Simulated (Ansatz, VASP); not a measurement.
Si3IrRu: VASP beside Ansatz

INCAR

```
ALGO = Normal
EDIFF = 1E-6
ENCUT = 500
GGA = PE
GGA_COMPAT = False
ISIF = 2
ISMEAR = 0
LASPH = True
LCHARG = False
LREAL = False
LWAVE = False
NBANDS = 26
NELM = 120
PREC = Accurate
SIGMA = 0.1
```

Contents of KPOINTS:

```
k-points
0
Gamma
  6 6 4
```

The input POSCAR:

```
Si3IrRu
1.0
    3.9762671141      0.0000000000      0.0000000000
   -1.9881335571      3.4435483330      0.0000000000
    0.0000000000      0.0000000000      5.3147540478
Si Ru Ir
3 1 1
Direct
    0.0000000000      0.0000000000      0.9718246445
    0.6666666667      0.3333333333      0.3709077434
    0.3333333333      0.6666666667      0.6370657157
    0.6666666667      0.3333333333      0.8355029027
    0.3333333333      0.6666666667      0.1846989937
```

Input for Ansatz:

```yaml
crystal:
  lattice:
    - [3.9762671141, 0.0, 0.0]
    - [-1.9881335571, 3.443548333, 0.0]
    - [0.0, 0.0, 5.3147540478]
  atoms:
    - { symbol: Si, position: [0.0, 0.0, 0.9718246445] }
    - { symbol: Si, position: [0.6666666667, 0.3333333333, 0.3709077434] }
    - { symbol: Si, position: [0.3333333333, 0.6666666667, 0.6370657157] }
    - { symbol: Ru, position: [0.6666666667, 0.3333333333, 0.8355029027] }
    - { symbol: Ir, position: [0.3333333333, 0.6666666667, 0.1846989937] }
basis:
  ecutwfc: 420
kpoints:
  mp_grid: { grid: [6, 6, 4] }
hamiltonian:
  xc: pbe
scf:
  occupations: { method: gaussian, width: 0.1 }
  lower_state_search: "off"
output:
  forces: true
  stress: true
  eigenvalues: true
```

Alike in both runs: task single point; functional PBE; k mesh 6 × 6 × 4; occupations gaussian, width 0.1 eV; no spin polarisation.

```csv
,VASP,Ansatz
version,VASP 6.6.1,Ansatz 0.2.0
potentials or method,"VASP PAW PBE potentials, release 64 (Si, Ru_pv, Ir), cutoff 500 eV","scalar-relativistic, plane waves, PAW"
valence electrons in the cell,35,45
```

VASP gave:

```
gap on the k mesh at the Fermi level (eV)                     : none
pressure (GPa)                                                : -0.6
traceless stress, the component that is largest in VASP (GPa) : -0.87
rms of the force components (eV/Å)                            : 0.016
```

Task: Which values does Ansatz return?

Result: gap on the k mesh at the Fermi level (eV): none; pressure (GPa): -0.7; traceless stress, the component that is largest in VASP (GPa): -0.92; rms of the force components (eV/Å): 0.011.

Atom by atom the forces differ by 0.007 eV/Å (rms over components). A gap of «none» marks a metal or a gap that the smearing closes. VASP's potentials hold 35 valence electrons a cell and Ansatz's 45, so a difference there can come from the potentials and not from the codes.

Neither program's run includes spin-orbit coupling.
